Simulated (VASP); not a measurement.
# MnNb3 (Pm-3m) in VASP: a series of runs, part 2 of 2

VASP 6.6.1. The steps go on from the part before.

## Step 4: Single point, PBEsol, collinear spin, ferromagnetic start (volume scaled by 1.020)

Input file INCAR:

```
SYSTEM = MnNb3
PREC = Accurate ; ENCUT = 520
EDIFF = 1E-6 ; ISMEAR = 0
SIGMA = 0.05 ; LREAL = .False.
LASPH = .True. ; NELM = 150
ALGO = Fast ; ISIF = 2
LWAVE = .False. ; LCHARG = .True.
ISPIN = 2 ; MAGMOM = 3.2 0 0 0
LORBIT = 11 ; LMAXMIX = 4
GGA = PS ; LELF = .True.
LVHAR = .True. ; NBANDS = 38
```

Input file KPOINTS:

```
regular mesh
0
Gamma
  8 8 8
  0 0 0
```

Input file POSCAR:

```
MnNb3
1.0
    4.0778225936      0.0000000000      0.0000000000
    0.0000000000      4.0778225936      0.0000000000
    0.0000000000      0.0000000000      4.0778225936
Mn Nb
1 3
Direct
    0.0000000000      0.0000000000      0.0000000000
    0.0000000000      0.5000000000      0.5000000000
    0.5000000000      0.5000000000      0.0000000000
    0.5000000000      0.0000000000      0.5000000000
```

Potentials or basis: VASP PAW PBE potentials, release 64 (Mn_pv, Nb_sv).

The run is started by

```console
> cat potpaw_PBE.64/Mn_pv/POTCAR potpaw_PBE.64/Nb_sv/POTCAR > POTCAR
> mpirun -np 1 vasp_std > vasp.out
```

OUTCAR:

```text
SYSTEM = MnNb3
   PREC = Accurate
   ENCUT = 520
   EDIFF = 1E-6
   ISMEAR = 0
   LREAL = .False.
   LASPH = .True.
   NELM = 150
   ISIF = 2
   ISPIN = 2
   LORBIT = 11
   GGA = PS

 ion  position               nearest neighbor table
   1  0.000  0.000  0.000-   2 2.88   3 2.88   4 2.88   2 2.88   4 2.88   2 2.88   3 2.88   2 2.88
                             3 2.88   4 2.88   4 2.88   3 2.88
   2  0.000  0.500  0.500-   1 2.88   3 2.88   4 2.88   1 2.88   3 2.88   1 2.88   4 2.88   1 2.88
                             3 2.88   4 2.88   3 2.88   4 2.88
   3  0.500  0.500  0.000-   1 2.88   2 2.88   4 2.88   2 2.88   4 2.88   1 2.88   4 2.88   4 2.88
                             1 2.88   2 2.88   2 2.88   1 2.88
   4  0.500  0.000  0.500-   1 2.88   2 2.88   3 2.88   1 2.88   3 2.88   2 2.88   3 2.88   3 2.88
                             1 2.88   2 2.88   1 2.88   2 2.88

  LATTYP: Found a simple cubic cell.
 ALAT       =     4.0778225936

  Lattice vectors:

 A1 = (   4.0778225936,   0.0000000000,   0.0000000000)
 A2 = (   0.0000000000,   4.0778225936,   0.0000000000)
 A3 = (   0.0000000000,   0.0000000000,   4.0778225936)

Analysis of symmetry for initial positions (statically):
=====================================================================
 Subroutine PRICEL returns:
 Original cell was already a primitive cell.

 Routine SETGRP: Setting up the symmetry group for a
 simple cubic supercell.

 Subroutine GETGRP returns: Found 48 space group operations
 (whereof 48 operations were pure point group operations)
 out of a pool of 48 trial point group operations.

The static configuration has the point symmetry O_h .

Analysis of symmetry for dynamics (positions and initial velocities):
=====================================================================
 Subroutine PRICEL returns:
 Original cell was already a primitive cell.

 Routine SETGRP: Setting up the symmetry group for a
 simple cubic supercell.

 Subroutine GETGRP returns: Found 48 space group operations
 (whereof 48 operations were pure point group operations)
 out of a pool of 48 trial point group operations.

The dynamic configuration has the point symmetry O_h .

Analysis of structural, dynamic, and magnetic symmetry:
=====================================================================
 Subroutine PRICEL returns:
 Original cell was already a primitive cell.

 Routine SETGRP: Setting up the symmetry group for a
 simple cubic supercell.

 Subroutine GETGRP returns: Found 48 space group operations
 (whereof 48 operations were pure point group operations)
 out of a pool of 48 trial point group operations.

The overall configuration has the point symmetry O_h .

 Subroutine INISYM returns: Found 48 space group operations
 (whereof 48 operations are pure point group operations),
 and found     1 'primitive' translations

----------------------------------------------------------------------------------------

                                     Primitive cell

  volume of cell :      67.8086

  direct lattice vectors                    reciprocal lattice vectors
     4.077822594  0.000000000  0.000000000     0.245228913  0.000000000  0.000000000
     0.000000000  4.077822594  0.000000000     0.000000000  0.245228913  0.000000000
     0.000000000  0.000000000  4.077822594     0.000000000  0.000000000  0.245228913

  length of vectors
     4.077822594  4.077822594  4.077822594     0.245228913  0.245228913  0.245228913

  position of ions in fractional coordinates (direct lattice)
[... 81 lines left out ...]
   ENCUT  =  520.0 eV  38.22 Ry    6.18 a.u.   7.58  7.58  7.58*2*pi/ulx,y,z
   NELM   =    150;   NELMIN=  2; NELMDL= -5     # of ELM steps
   EDIFF  = 0.1E-05   stopping-criterion for ELM
   LREAL  =      F    real-space projection
   EDIFFG = 0.1E-04   stopping-criterion for IOM
   NSW    =      0    number of steps for IOM
   IBRION =     -1    ionic relax: 0-MD 1-quasi-New 2-CG
   NFREE  =      0    steps in history (QN), initial steepest desc. (CG)
   ISIF   =      2    stress and relaxation
   ISYM   =      2    0-nonsym 1-usesym 2-fastsym
   POTIM  = 0.5000    time-step for ionic-motion
   TEBEG  =    0.0;   TEEND  =   0.0 temperature during run
   PSTRESS=    0.0 pullay stress
   NELECT =      52.0000    total number of electrons
   NUPDOWN=      -1.0000    fix difference up-down
   EMIN   =  10.00;   EMAX   =-10.00  energy-range for DOS
   EFERMI =   0.00;   METHOD = LEGACY
   ISMEAR =     0;   SIGMA  =   0.05  broadening in eV -4-tet -1-fermi 0-gaus
   EFERMI_NEDOS =   21; number of points for ismear=-14 and -15
   IALGO  =     68    algorithm
   IMIX   =      4    mixing-type and parameters
     AMIX     =   0.40;   BMIX     =  1.00
     AMIX_MAG =   1.60;   BMIX_MAG =  1.00
  volume/ion in A,a.u.               =      16.95       114.40
  Fermi-wavevector in a.u.,A,eV,Ry     =   1.498468  2.831695 30.550628  2.245408
  Thomas-Fermi vector in A             =   2.610224
   LORBIT       =     11    0 simple, 1 ext, 2 COOP (PROOUT), +10 PAW based schemes
   GGA     = PS    functional components
   LHFCALC =     F    Hartree Fock is set to
   AEXX    =    0.0000 exact exchange contribution
   IVDW    =     0    specifies the selected vdW correction
   LEPSILON=     F    determine dielectric tensor
   LRPA    =     F    only Hartree local field effects (RPA)
 spin polarized calculation
 RMM-DIIS sequential band-by-band and
 Gauss-broadening in eV      SIGMA  =   0.05
  energy-cutoff  :      520.00
  volume of cell :       67.81
 maximum number of plane-waves:      1856
   NGX = 15   NGY = 15   NGZ = 15

 number of electron      52.0000010 magnetization       2.9691085

 Free energy of the ion-electron system (eV)
  ---------------------------------------------------
  ext. energy  EPLUGINS =         0.00000000
  ---------------------------------------------------
  free energy    TOTEN  =       -41.28692014 eV

  energy without entropy =      -41.27872609  energy(sigma->0) =      -41.28282312

 E-fermi :  10.5976     XC(G=0): -12.6333

 val. band max:       10.5968037445   @ k =   0.5000   0.2500   0.2500
 cond. band min:      10.5992956907   @ k =   0.5000   0.2500   0.0000
 fundamental gap:      0.0024919462
 Fermi energy:        10.5975603951

 spin component 1

 k-point     1 :       0.0000    0.0000    0.0000
  band No.  band energies     occupation
      1     -43.9432      1.00000
      2     -43.6541      1.00000
      3     -43.6541      1.00000
      4     -38.5993      1.00000
      5     -38.5993      1.00000
      6     -38.5993      1.00000
[... 973 lines left out ...]
     37      14.6726      0.00000
     38      17.4336      0.00000

 [... further k-points ...]

 spin component 2

 k-point     1 :       0.0000    0.0000    0.0000
  band No.  band energies     occupation
      1     -43.9760      1.00000
      2     -43.6865      1.00000
      3     -43.6865      1.00000
      4     -35.4681      1.00000
      5     -35.4681      1.00000
      6     -35.4681      1.00000
[... 973 lines left out ...]
     37      15.2797      0.00000
     38      17.5774      0.00000

 [... further k-points ...]
[... 5 lines left out ...]
  --------------------------------------------------------------------------------------
  -------------------------------------------------------------------------------------
  Total       -1.2824382     -1.2824382     -1.2824382      0.0000000     -0.0000000      0.0000000
  in kB      -30.3013547    -30.3013547    -30.3013547      0.0000000     -0.0000000      0.0000000
  external PRESSURE =     -30.3013547 kB  Pullay stress =       0.0000000 kB

 VOLUME and BASIS-vectors are now :
 -----------------------------------------------------------------------------
  energy-cutoff  :      520.00
  volume of cell :       67.81
      direct lattice vectors                 reciprocal lattice vectors
     4.077822594  0.000000000  0.000000000     0.245228913  0.000000000  0.000000000
     0.000000000  4.077822594  0.000000000     0.000000000  0.245228913  0.000000000
     0.000000000  0.000000000  4.077822594     0.000000000  0.000000000  0.245228913

 POSITION                                       TOTAL-FORCE (eV/Angst)
 -----------------------------------------------------------------------------------
      0.00000      0.00000      0.00000         0.000000      0.000000      0.000000
      0.00000      2.03891      2.03891         0.000000      0.000000      0.000000
      2.03891      2.03891      0.00000         0.000000      0.000000      0.000000
      2.03891      0.00000      2.03891         0.000000      0.000000      0.000000
 -----------------------------------------------------------------------------------
    total drift:                                0.000000      0.000000     -0.000000

  FREE ENERGIE OF THE ION-ELECTRON SYSTEM (eV)
  ---------------------------------------------------
  free  energy   TOTEN  =       -41.2869201436 eV

  energy  without entropy=      -41.2787260922  energy(sigma->0) =      -41.28282312

 total charge

# of ion       s       p       d       tot
------------------------------------------
    1        0.373   6.306   4.949  11.628
    2        2.229   6.001   2.476  10.706
    3        2.229   6.001   2.476  10.706
    4        2.229   6.001   2.476  10.706
--------------------------------------------------
tot          7.059  24.308  12.378  43.745

 magnetization (x)

# of ion       s       p       d       tot
------------------------------------------
    1        0.032   0.046   2.947   3.025
    2       -0.005  -0.002  -0.049  -0.055
    3       -0.005  -0.002  -0.049  -0.055
    4       -0.005  -0.002  -0.049  -0.055
--------------------------------------------------
tot          0.017   0.040   2.801   2.859
```

Run time: 5.6 min. Hardware: 1 thread of Intel Xeon 6975P-C (Granite Rapids), shared host; peak memory 0.27 GiB.

What came out:

- Free energy: -41.2869 eV
- Pressure: -3.0 GPa
- Net moment: 2.97 μB per cell
- Site moments: Mn +3.02; Nb -0.06 μB
- Valence electrons inside the program's atomic spheres: Mn 11.63; Nb 10.71

Levels at points of the mesh, in eV from the Fermi level:
Spin up:
| k point | band 23 | band 24 | band 25 | band 26 | band 27 | band 28 | band 29 | band 30 | band 31 | band 32 |
| --- | --- | --- | --- | --- | --- | --- | --- | --- | --- | --- |
| (0.00, 0.00, 0.00) | -1.02 | -1.02 | -1.02 | 0.17 | 0.17 | 2.92 | 2.92 | 2.92 | 3.22 | 3.22 |
| (0.50, 0.00, 0.00) | -2.08 | -1.66 | -1.47 | -1.47 | 0.64 | 0.64 | 0.82 | 0.97 | 1.39 | 2.17 |
| (0.50, 0.50, 0.00) | -1.83 | -1.74 | -1.36 | -1.12 | -1.12 | -1.09 | 0.89 | 0.89 | 1.50 | 1.50 |
| (0.50, 0.50, 0.50) | -1.25 | -1.25 | 0.01 | 0.01 | 0.01 | 0.86 | 0.86 | 0.86 | 1.94 | 2.61 |
Spin down:
| k point | band 23 | band 24 | band 25 | band 26 | band 27 | band 28 |
| --- | --- | --- | --- | --- | --- | --- |
| (0.00, 0.00, 0.00) | 0.29 | 0.29 | 0.29 | 2.21 | 2.21 | 3.51 |
| (0.50, 0.00, 0.00) | -1.20 | -0.61 | -0.61 | 0.73 | 0.81 | 1.55 |
| (0.50, 0.50, 0.00) | -1.13 | -0.71 | -0.66 | -0.66 | -0.18 | 1.11 |
| (0.50, 0.50, 0.50) | 0.10 | 0.10 | 0.10 | 0.37 | 0.37 | 1.10 |

Caveat: the PAW data sets were made with another functional, which shifts forces and pressure a little.

## Step 5: Summary

```tsv
cell	gap on the mesh (eV)	pressure (GPa)	moment (μB)
a = 3.996 Å, 4 atoms	none	6.2	2.47
a = 4.024 Å, 4 atoms	none	2.7	2.59
a = 4.078 Å, 4 atoms	none	-3.0	2.97
```

Alike in all rows: task single point; level PBEsol; potentials or basis VASP PAW PBE potentials, release 64 (Mn_pv, Nb_sv); spin collinear, ferromagnetic start; k mesh 8 × 8 × 8; cutoff (eV) 520; smearing gaussian 0.05 eV.

Caveats: the PAW data sets were made with another functional, which shifts forces and pressure a little.

Absolute energies hang on the potentials; compare differences alone.
